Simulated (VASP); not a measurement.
# HCl in VASP: a series of runs

HCl is run at these levels: LDA; tasks: single point.

Program: VASP 6.6.1. These are calculated values, not measurements. Logs are shortened: lines on timing, memory, paths and dates and some standing lists are left out, and cuts for length are marked.

**1. The cell of the first run**

The cell holds a disordered packing, 12 atoms: a = 6.739 Å, b = 6.739 Å, c = 6.739 Å, α = 90.00°, β = 90.00°, γ = 90.00°.

**2. Single point, LDA**

Contents of INCAR:

```
SYSTEM = HCl
  PREC = Accurate
  ENCUT = 520
  EDIFF = 1E-7
  ISMEAR = -1
  SIGMA = 0.02
  LREAL = .FALSE.
  LASPH = .TRUE.
  NELM = 80
  ALGO = Normal
  ISIF = 2
  LWAVE = .FALSE.
  LCHARG = .FALSE.
  GGA = CA
  NBANDS = 36
```

Contents of KPOINTS:

```
regular mesh
0
G
  1 1 1
  0 0 0
```

Contents of POSCAR:

```
HCl
1.0
    6.7386640000      0.0000000000      0.0000000000
    0.0000000000      6.7386640000      0.0000000000
    0.0000000000      0.0000000000      6.7386640000
Cl H
6 6
Direct
    0.0963609264      0.0549452469      0.8514082936
    0.3728198012      0.6633678859      0.7822749302
    0.7195542348      0.7961677975      0.1471872580
    0.9706035972      0.2622563696      0.2690004299
    0.3146536097      0.9577187540      0.4098693273
    0.5391979814      0.4102070215      0.4203792270
    0.0325229346      0.1244376658      1.0286850737
    0.2658266969      0.8058760829      0.8733363889
    0.5667988232      0.8578672504      0.2535596781
    0.7821716739      0.3305565823      0.2680261994
    0.3445314635      0.8261342025      0.5655251413
    0.4554437572      0.2327957407      0.4465977527
```

Potentials or basis: VASP PAW LDA potentials, release 64 (Cl, H).

Command:

```bash
$ cat potpaw_LDA.64/Cl/POTCAR potpaw_LDA.64/H/POTCAR > POTCAR
$ mpirun -np 1 vasp_gam > vasp.out
```

OUTCAR:

```text
SYSTEM = HCl
   PREC = Accurate
   ENCUT = 520
   EDIFF = 1E-7
   ISMEAR = -1
   LREAL = .FALSE.
   LASPH = .TRUE.
   NELM = 80
   ISIF = 2
   GGA = CA

 ion  position               nearest neighbor table
   1  0.096  0.055  0.851-   7 1.35
   2  0.373  0.663  0.782-   8 1.35
   3  0.720  0.796  0.147-   9 1.32
   4  0.971  0.262  0.269-  10 1.35
   5  0.315  0.958  0.410-  11 1.39
   6  0.539  0.410  0.420-  12 1.33
   7  0.033  0.124  0.029-   1 1.35
   8  0.266  0.806  0.873-   2 1.35
   9  0.567  0.858  0.254-   3 1.32
  10  0.782  0.331  0.268-   4 1.35
  11  0.345  0.826  0.566-   5 1.39
  12  0.455  0.233  0.447-   6 1.33

  LATTYP: Found a simple cubic cell.
 ALAT       =     6.7386640000

  Lattice vectors:

 A1 = (   6.7386640000,   0.0000000000,   0.0000000000)
 A2 = (   0.0000000000,   6.7386640000,   0.0000000000)
 A3 = (   0.0000000000,   0.0000000000,   6.7386640000)

Analysis of symmetry for initial positions (statically):
=====================================================================
 Subroutine PRICEL returns:
 Original cell was already a primitive cell.

 Routine SETGRP: Setting up the symmetry group for a
 simple cubic supercell.

 Subroutine GETGRP returns: Found  1 space group operations
 (whereof  1 operations were pure point group operations)
 out of a pool of 48 trial point group operations.

The static configuration has the point symmetry C_1 .

Analysis of symmetry for dynamics (positions and initial velocities):
=====================================================================
 Subroutine PRICEL returns:
 Original cell was already a primitive cell.

 Routine SETGRP: Setting up the symmetry group for a
 simple cubic supercell.

 Subroutine GETGRP returns: Found  1 space group operations
 (whereof  1 operations were pure point group operations)
 out of a pool of 48 trial point group operations.

The dynamic configuration has the point symmetry C_1 .

 Subroutine INISYM returns: Found  1 space group operations
 (whereof  1 operations are pure point group operations),
 and found     1 'primitive' translations

----------------------------------------------------------------------------------------

                                     Primitive cell

  volume of cell :     306.0000

  direct lattice vectors                    reciprocal lattice vectors
     6.738664000  0.000000000  0.000000000     0.148397368  0.000000000  0.000000000
     0.000000000  6.738664000  0.000000000     0.000000000  0.148397368  0.000000000
     0.000000000  0.000000000  6.738664000     0.000000000  0.000000000  0.148397368

  length of vectors
     6.738664000  6.738664000  6.738664000     0.148397368  0.148397368  0.148397368

  position of ions in fractional coordinates (direct lattice)
     0.096360926  0.054945247  0.851408294
     0.372819801  0.663367886  0.782274930
     0.719554235  0.796167797  0.147187258
     0.970603597  0.262256370  0.269000430
     0.314653610  0.957718754  0.409869327
     0.539197981  0.410207021  0.420379227
     0.032522935  0.124437666  0.028685074
     0.265826697  0.805876083  0.873336389
     0.566798823  0.857867250  0.253559678
     0.782171674  0.330556582  0.268026199
     0.344531463  0.826134203  0.565525141
     0.455443757  0.232795741  0.446597753

  ion indices of the primitive-cell ions
   primitive index   ion index
                 1           1
                 2           2
                 3           3
                 4           4
                 5           5
                 6           6
                 7           7
                 8           8
                 9           9
                10          10
                11          11
                12          12

----------------------------------------------------------------------------------------

 KPOINTS: regular mesh

Automatic generation of k-mesh.
 Grid dimensions read from file:
 generate k-points for:    1    1    1

 Generating k-lattice:

  Cartesian coordinates                     Fractional coordinates (reciprocal lattice)
     0.148397368  0.000000000  0.000000000     1.000000000  0.000000000  0.000000000
     0.000000000  0.148397368  0.000000000     0.000000000  1.000000000  0.000000000
     0.000000000  0.000000000  0.148397368     0.000000000  0.000000000  1.000000000

  Length of vectors
     0.148397368  0.148397368  0.148397368

  Shift w.r.t. Gamma in fractional coordinates (k-lattice)
     0.000000000  0.000000000  0.000000000

 Subroutine IBZKPT returns following result:
 ===========================================

 Found      1 irreducible k-points:

 Following reciprocal coordinates:
            Coordinates               Weight
  0.000000  0.000000  0.000000      1.000000
   k-points           NKPTS =      1   k-points in BZ     NKDIM =      1   number of bands    NBANDS=     36
   number of dos      NEDOS =    301   number of ions     NIONS =     12
   total plane-waves  NPLWV = 125000
[... 26 lines left out ...]
   NELECT =      48.0000    total number of electrons
   NUPDOWN=      -1.0000    fix difference up-down
   EMIN   =  10.00;   EMAX   =-10.00  energy-range for DOS
   EFERMI =   0.00;   METHOD = LEGACY
   ISMEAR =    -1;   SIGMA  =   0.02  broadening in eV -4-tet -1-fermi 0-gaus
   EFERMI_NEDOS =   21; number of points for ismear=-14 and -15
   IALGO  =     38    algorithm
   IMIX   =      4    mixing-type and parameters
     AMIX     =   0.40;   BMIX     =  1.00
     AMIX_MAG =   1.60;   BMIX_MAG =  1.00
  volume/ion in A,a.u.               =      25.50       172.08
  Fermi-wavevector in a.u.,A,eV,Ry     =   0.882907  1.668452 10.606069  0.779524
  Thomas-Fermi vector in A             =   2.003601
   LORBIT       =      0    0 simple, 1 ext, 2 COOP (PROOUT), +10 PAW based schemes
   GGA     = CA    functional components
   LHFCALC =     F    Hartree Fock is set to
   AEXX    =    0.0000 exact exchange contribution
   IVDW    =     0    specifies the selected vdW correction
   LEPSILON=     F    determine dielectric tensor
   LRPA    =     F    only Hartree local field effects (RPA)
 non-spin polarized calculation
  energy-cutoff  :      520.00
  volume of cell :      306.00
 maximum number of plane-waves:      4109
 NGX is ok and might be reduce to    50
   NGX = 25   NGY = 25   NGZ = 25

 number of electron      47.9999999 magnetization

 Free energy of the ion-electron system (eV)
  ---------------------------------------------------
  ext. energy  EPLUGINS =         0.00000000
  ---------------------------------------------------
  free energy    TOTEN  =       -39.57253818 eV

  energy without entropy =      -39.57253818  energy(sigma->0) =      -39.57253818

 E-fermi :  -3.1800     XC(G=0):  -6.3763

 val. band max:       -3.6567123835   @ k =   0.0000   0.0000   0.0000
 cond. band min:       1.7138110036   @ k =   0.0000   0.0000   0.0000
 fundamental gap:      5.3705233871
 Fermi energy:        -3.1800422345

 k-point     1 :       0.0000    0.0000    0.0000
  band No.  band energies     occupation
      1     -18.1736      2.00000
      2     -17.6923      2.00000
      3     -17.4314      2.00000
      4     -17.3087      2.00000
      5     -16.8975      2.00000
      6     -16.7789      2.00000
      7      -9.2176      2.00000
      8      -8.8595      2.00000
      9      -8.1731      2.00000
     10      -7.9002      2.00000
     11      -7.6471      2.00000
     12      -7.4534      2.00000
     13      -5.0870      2.00000
     14      -4.9939      2.00000
     15      -4.9257      2.00000
     16      -4.7919      2.00000
     17      -4.6863      2.00000
     18      -4.5913      2.00000
     19      -4.4874      2.00000
     20      -4.3316      2.00000
     21      -4.2353      2.00000
     22      -4.0710      2.00000
     23      -3.8137      2.00000
     24      -3.6567      2.00000
     25       1.7138      0.00000
     26       2.9668      0.00000
     27       3.1915      0.00000
     28       3.7035      0.00000
     29       3.9431      0.00000
     30       3.9988      0.00000
     31       4.3973      0.00000
     32       4.8006      0.00000
     33       5.0443      0.00000
     34       5.3172      0.00000
     35       5.4433      0.00000
     36       5.9684      0.00000

------------------------ aborting loop because EDIFF is reached ----------------------------------------

  FORCE on cell =-STRESS in cart. coord.  units (eV):
  Direction    XX          YY          ZZ          XY          YZ          ZX
  --------------------------------------------------------------------------------------
  -------------------------------------------------------------------------------------
  Total       -0.0797568     -0.9174802     -0.1510724     -0.2062597      0.4537129      0.1054702
  in kB       -0.4175966     -4.8038103     -0.7909959     -1.0799498      2.3755833      0.5522284
  external PRESSURE =      -2.0041343 kB  Pullay stress =       0.0000000 kB

 VOLUME and BASIS-vectors are now :
 -----------------------------------------------------------------------------
  energy-cutoff  :      520.00
  volume of cell :      306.00
      direct lattice vectors                 reciprocal lattice vectors
     6.738664000  0.000000000  0.000000000     0.148397368  0.000000000  0.000000000
     0.000000000  6.738664000  0.000000000     0.000000000  0.148397368  0.000000000
     0.000000000  0.000000000  6.738664000     0.000000000  0.000000000  0.148397368

 POSITION                                       TOTAL-FORCE (eV/Angst)
 -----------------------------------------------------------------------------------
      0.64934      0.37026      5.73735        -0.030972     -0.043250      0.109712
      2.51231      4.47021      5.27149        -0.122481      0.122190      0.079179
      4.84883      5.36511      0.99185        -0.061646      0.022823      0.076144
      6.54057      1.76726      1.81270        -0.229111      0.192535     -0.069321
      2.12034      6.45374      2.76197        -0.000898      0.013737      0.026949
      3.63347      2.76425      2.83279        -0.114129     -0.129919      0.027120
      0.21916      0.83854      0.19330        -0.020030     -0.033831     -0.122028
      1.79132      5.43053      5.88512         0.037808     -0.053194     -0.122259
      3.81947      5.78088      1.70865         0.087077     -0.049687     -0.086482
      5.27079      2.22751      1.80614         0.344704     -0.175405      0.097600
      2.32168      5.56704      3.81088         0.029445      0.018962     -0.009275
      3.06908      1.56873      3.00947         0.080233      0.115039     -0.007340
 -----------------------------------------------------------------------------------
    total drift:                               -0.000258     -0.000151     -0.000012

  FREE ENERGIE OF THE ION-ELECTRON SYSTEM (eV)
  ---------------------------------------------------
  free  energy   TOTEN  =       -39.5725381812 eV

  energy  without entropy=      -39.5725381811  energy(sigma->0) =      -39.57253818
```

Run time: 19 s. Hardware: 1 thread of Intel Xeon 8259CL, shared host; peak memory 0.24 GiB.

Results:

```yaml
Free_energy: -39.5725 eV
Pressure: -0.2 GPa
Largest_force: 0.399 eV/Å
```

Forces in eV/Å, atoms in the order of the input:
```
Cl  -0.031 -0.043  0.110
Cl  -0.122  0.122  0.079
Cl  -0.062  0.023  0.076
Cl  -0.229  0.193 -0.069
Cl  -0.001  0.014  0.027
Cl  -0.114 -0.130  0.027
H   -0.020 -0.034 -0.122
H    0.038 -0.053 -0.122
H    0.087 -0.050 -0.086
H    0.345 -0.175  0.098
H    0.029  0.019 -0.009
H    0.080  0.115 -0.007
```

Stress tensor (GPa, compression positive):
```
-0.04 -0.11  0.06
-0.11 -0.48  0.24
 0.06  0.24 -0.08
```

Levels at points of the mesh, in eV from the Fermi level:
| k point | band 21 | band 22 | band 23 | band 24 | band 25 | band 26 | band 27 | band 28 |
| --- | --- | --- | --- | --- | --- | --- | --- | --- |
| (0.00, 0.00, 0.00) | -1.06 | -0.89 | -0.63 | -0.48 | 4.89 | 6.15 | 6.37 | 6.88 |

Caveat: the k points lie up to 0.93 Å⁻¹ apart.

**3. Single point, LDA**

Contents of INCAR:

```
SYSTEM = HCl
PREC = Accurate
ENCUT = 520
EDIFF = 1E-7
ISMEAR = -1
SIGMA = 0.02
LREAL = .False.
LASPH = .True.
NELM = 80
ALGO = Normal
ISIF = 2
LWAVE = .False.
LCHARG = .True.
GGA = CA
LELF = .True.
LVHAR = .True.
NBANDS = 36
```

Contents of KPOINTS:

```
regular mesh
0
Gamma
  1 1 1
  0 0 0
```

Contents of POSCAR:

```
HCl
1.0
    6.7386640000      0.0000000000      0.0000000000
    0.0000000000      6.7386640000      0.0000000000
    0.0000000000      0.0000000000      6.7386640000
Cl H
6 6
Direct
    0.1557133580      0.0540760008      0.8126981847
    0.3617037442      0.6403198023      0.8114071276
    0.7578356778      0.8643553084      0.1327117660
    0.9865902203      0.3304660983      0.1904086626
    0.2925060516      0.9589586304      0.4107490743
    0.5330285054      0.3949002354      0.3916800125
    0.1065047909      0.1719480301      0.9694206448
    0.3003562724      0.8317227272      0.8561786134
    0.5849824238      0.8158738884      0.2088544554
    0.8541010503      0.1843095308      0.1953502950
    0.3540909593      0.8091366479      0.5342156843
    0.4218046782      0.2334884185      0.4507718444
```

Potentials or basis: VASP PAW LDA potentials, release 64 (Cl, H).

Command:

```bash
$ cat potpaw_LDA.64/Cl/POTCAR potpaw_LDA.64/H/POTCAR > POTCAR
$ mpirun -np 1 vasp_gam > vasp.out
```

Wall time 32 s (1 thread of Intel Xeon 8259CL, shared host); peak memory 0.24 GiB.

Results (log left out):

| Property | Result |
| --- | --- |
| Free energy | -39.1654 eV |
| Pressure | -0.9 GPa |
| Largest force | 1.352 eV/Å |

Forces in eV/Å, atoms in the order of the input:
```
Cl  -0.692  1.019  0.555
Cl   0.146  0.670 -0.104
Cl  -0.307 -0.043  0.059
Cl   0.012 -0.473 -0.199
Cl   0.398 -0.995 -0.055
Cl  -0.622 -0.982  0.433
H    0.063 -0.203 -0.069
H    0.181 -0.904  0.016
H    0.217  0.218 -0.072
H    0.156  0.222  0.043
H   -0.304  0.473 -0.182
H    0.753  0.997 -0.425
```

Stress tensor (GPa, compression positive):
```
-0.50 -0.62  0.00
-0.62 -2.05  0.62
 0.00  0.62 -0.27
```

Levels at points of the mesh, in eV from the Fermi level:
| k point | band 20 | band 21 | band 22 | band 23 | band 24 | band 25 | band 26 | band 27 | band 28 | band 29 |
| --- | --- | --- | --- | --- | --- | --- | --- | --- | --- | --- |
| (0.00, 0.00, 0.00) | -1.16 | -0.95 | -0.80 | -0.68 | -0.55 | 4.59 | 6.08 | 6.11 | 6.20 | 6.71 |

Caveat: the k points lie up to 0.93 Å⁻¹ apart; the atoms stand as in a frame of molecular dynamics.

**4. Single point, LDA**

Contents of INCAR:

```
PREC = Accurate ; ENCUT = 520
EDIFF = 1E-6 ; ISMEAR = -1
SIGMA = 0.02 ; LREAL = F
LASPH = T ; NELM = 60
ALGO = Normal ; ISIF = 2
LWAVE = F ; LCHARG = F
GGA = CA ; NBANDS = 36
```

Contents of KPOINTS:

```
Automatic mesh
0
Gamma
  1 1 1
```

Contents of POSCAR:

```
HCl
1.0
    6.7386640000      0.0000000000      0.0000000000
    0.0000000000      6.7386640000      0.0000000000
    0.0000000000      0.0000000000      6.7386640000
Cl H
6 6
Direct
    0.1805699171      0.0749406707      0.8202664504
    0.3740652450      0.6069303945      0.8561786134
    0.7987043129      0.8805306215      0.1514246741
    1.0141179320      0.3520727551      0.1983776013
    0.2923428145      0.9267564016      0.4080630819
    0.5172241857      0.3968739204      0.3952415494
    0.0991146019      0.1735358819      0.9658887875
    0.2236051538      0.7163882930      0.9250349921
    0.6137566734      0.8296600038      0.1755095669
    0.8465921435      0.2671449415      0.2371093142
    0.3741839629      0.8316485286      0.5656165673
    0.4197419548      0.2350465908      0.4326525258
```

Command:

```bash
$ cat potpaw_LDA.64/Cl/POTCAR potpaw_LDA.64/H/POTCAR > POTCAR
$ mpirun -np 1 vasp_gam > vasp.out
```

It took 18 s on 1 thread of Intel Xeon 8259CL, shared host; peak memory 0.24 GiB.

It converged, with:

```yaml
Free_energy: -39.1921 eV
Pressure: -0.6 GPa
Largest_force: 1.019 eV/Å
```

Forces on the atoms (eV/Å):
```
Cl  -0.160 -0.128 -0.142
Cl  -0.535  0.573  0.235
Cl  -0.252 -0.012 -0.003
Cl   0.409  0.176 -0.083
Cl   0.566 -0.599  0.600
Cl   0.407  0.203 -0.007
H   -0.109  0.268  0.381
H    0.687 -0.358 -0.338
H    0.053  0.032 -0.026
H   -0.368 -0.164  0.050
H   -0.512  0.334 -0.722
H   -0.186 -0.325  0.056
```

Stress tensor (GPa, compression positive):
```
-0.52  0.35 -0.24
 0.35 -0.48  0.65
-0.24  0.65 -0.65
```

Levels at points of the mesh, in eV from the Fermi level:
```tsv
k point	band 22	band 23	band 24	band 25	band 26	band 27
(0.00, 0.00, 0.00)	-0.83	-0.72	-0.56	4.54	5.89	6.11
```

Caveat: the k points lie up to 0.93 Å⁻¹ apart; the atoms stand as in a frame of molecular dynamics.

**5. Single point, LDA**

Contents of INCAR:

```
SYSTEM = HCl
ALGO = Normal
EDIFF = 1E-6
ENCUT = 520
GGA = CA
ISIF = 2
ISMEAR = -1
LASPH = .True.
LCHARG = .True.
LELF = .True.
LREAL = .False.
LVHAR = .True.
LWAVE = .False.
NBANDS = 36
NELM = 100
PREC = Accurate
SIGMA = 0.02
```

Contents of KPOINTS:

```
k-points
0
Gamma
  1 1 1
  0 0 0
```

Contents of POSCAR:

```
HCl
1.0
    6.7386640000      0.0000000000      0.0000000000
    0.0000000000      6.7386640000      0.0000000000
    0.0000000000      0.0000000000      6.7386640000
Cl H
6 6
Direct
    0.1692323582      0.0997823901      0.8219136612
    0.3844233813      0.6083401695      0.9136677537
    0.7769047396      0.8869710673      0.1495251878
    1.0252625743      0.3185052705      0.2072517639
    0.2938861472      0.9014843298      0.3797933834
    0.5094036444      0.4020381488      0.3945440817
    0.0635437529      0.1840869347      0.9787251598
    0.2738821820      0.7765040667      0.9069008338
    0.5905918443      0.9071679490      0.1776464890
    0.8582413369      0.2407302100      0.2480610400
    0.3347102630      0.7844878451      0.5245550157
    0.4263011184      0.2290661769      0.4590672572
```

Command:

```bash
$ cat potpaw_LDA.64/Cl/POTCAR potpaw_LDA.64/H/POTCAR > POTCAR
$ mpirun -np 1 vasp_gam > vasp.out
```

It took 32 s on 1 thread of Intel Xeon 8259CL, shared host; peak memory 0.24 GiB.

The run converged. Its results:

| Property | Result |
| --- | --- |
| Free energy | -39.0733 eV |
| Pressure | -0.5 GPa |
| Largest force | 1.485 eV/Å |

Forces in eV/Å, atoms in the order of the input:
```
Cl  -0.404 -0.137  0.284
Cl  -0.637  1.033 -0.124
Cl   0.593 -0.021 -0.149
Cl   0.749  0.819  0.094
Cl  -0.224  0.509 -0.317
Cl  -0.323 -1.364  0.491
H    0.659 -0.337 -0.637
H    0.550 -0.719  0.039
H   -0.729 -0.053  0.145
H   -0.934 -0.495  0.193
H    0.173 -0.421  0.395
H    0.525  1.188 -0.414
```

Stress tensor (GPa, compression positive):
```
 0.37  0.29  0.14
 0.29 -1.73  0.43
 0.14  0.43 -0.20
```

Levels at points of the mesh, in eV from the Fermi level:
```
           k point  band 22  band 23  band 24  band 25  band 26  band 27
(0.00, 0.00, 0.00)    -0.79    -0.63    -0.55     4.54     5.82     6.10
```

Caveat: the k points lie up to 0.93 Å⁻¹ apart; the atoms stand as in a frame of molecular dynamics.

**6. The runs side by side**

| cell | pressure (GPa) | largest force (eV/Å) |
| --- | --- | --- |
| as given, atomic positions A | -0.2 | 0.40 |
| as given, atomic positions B | -0.9 | 1.35 |
| as given, atomic positions C | -0.6 | 1.02 |
| as given, atomic positions D | -0.5 | 1.49 |

Alike in all rows: task single point; level LDA; potentials or basis VASP PAW LDA potentials, release 64 (Cl, H); no spin polarisation; k mesh 1 × 1 × 1; cutoff (eV) 520; smearing fermi-dirac 0.02 eV.

Caveats: all runs use coarse meshes; the atoms stand as in a frame of molecular dynamics (at least some runs).

Total energies depend on the potentials used, so only differences within one code and one set of settings carry meaning.
